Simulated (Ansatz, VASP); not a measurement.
K: VASP beside Ansatz

Contents of INCAR:

```
SYSTEM = K
PREC = Accurate ; ENCUT = 520
EDIFF = 1E-6 ; ISMEAR = 0
SIGMA = 0.1 ; LREAL = .FALSE.
LASPH = .TRUE. ; NELM = 60
ALGO = Normal ; ISIF = 2
LWAVE = .FALSE. ; LCHARG = .FALSE.
LDIPOL = .TRUE. ; IDIPOL = 3
DIPOL = 0.5 0.5 0.500 ; GGA = PE
NBANDS = 30
```

KPOINTS

```
regular mesh
0
G
  9 9 1
  0 0 0
```

The input POSCAR:

```
K
1.0
    4.7194416916      0.0000000000      0.0000000000
   -2.3597208458      4.0871563966      0.0000000000
    0.0000000000      0.0000000000     30.3087030363
K
5
Direct
    0.0000000000      0.0000000000      0.2474536766
    0.6666666667      0.3333333333      0.3737368046
    0.3333333333      0.6666666667      0.5000199326
    0.6666666667      0.3333333333      0.6262631954
    0.3333333333      0.6666666667      0.7525463234
```

Input for Ansatz:

```yaml
crystal:
  lattice:
    - [4.7194416916, 0.0, 0.0]
    - [-2.3597208458, 4.0871563966, 0.0]
    - [0.0, 0.0, 30.3087030363]
  atoms:
    - { symbol: K, position: [0.0, 0.0, 0.2474536766] }
    - { symbol: K, position: [0.6666666667, 0.3333333333, 0.3737368046] }
    - { symbol: K, position: [0.3333333333, 0.6666666667, 0.5000199326] }
    - { symbol: K, position: [0.6666666667, 0.3333333333, 0.6262631954] }
    - { symbol: K, position: [0.3333333333, 0.6666666667, 0.7525463234] }
basis:
  ecutwfc: 420
kpoints:
  mp_grid: { grid: [9, 9, 1] }
hamiltonian:
  xc: pbe
scf:
  occupations: { method: gaussian, width: 0.1 }
output:
  forces: true
  stress: true
  eigenvalues: true
  write_density: true
  write_potential: true
  elf: true
  volumetric_format: npy
efield:
  axis: 3
  dipole_correction: true
  ramp_width: 0.04
```

Alike in both runs: task single point; functional PBE; k mesh 9 × 9 × 1; occupations gaussian, width 0.1 eV; no spin polarisation.

|  | VASP | Ansatz |
| --- | --- | --- |
| version | VASP 6.6.1 | Ansatz 0.2.0 |
| potentials or method | VASP PAW PBE potentials, release 64 (K_sv), cutoff 520 eV | scalar-relativistic, plane waves, PAW |
| valence electrons in the cell | 45 | 45 |

```csv
,VASP,Ansatz,Ansatz less VASP
gap on the k mesh at the Fermi level (eV),none,none,-
rms of the force components (eV/Å),0.005,0.005,0.0000
```

Atom by atom the forces differ by 0.000 eV/Å (rms over components). A gap of «none» marks a metal or a gap that the smearing closes. Ansatz's warnings: vacuum density over bound, xc potential rough in thin density.
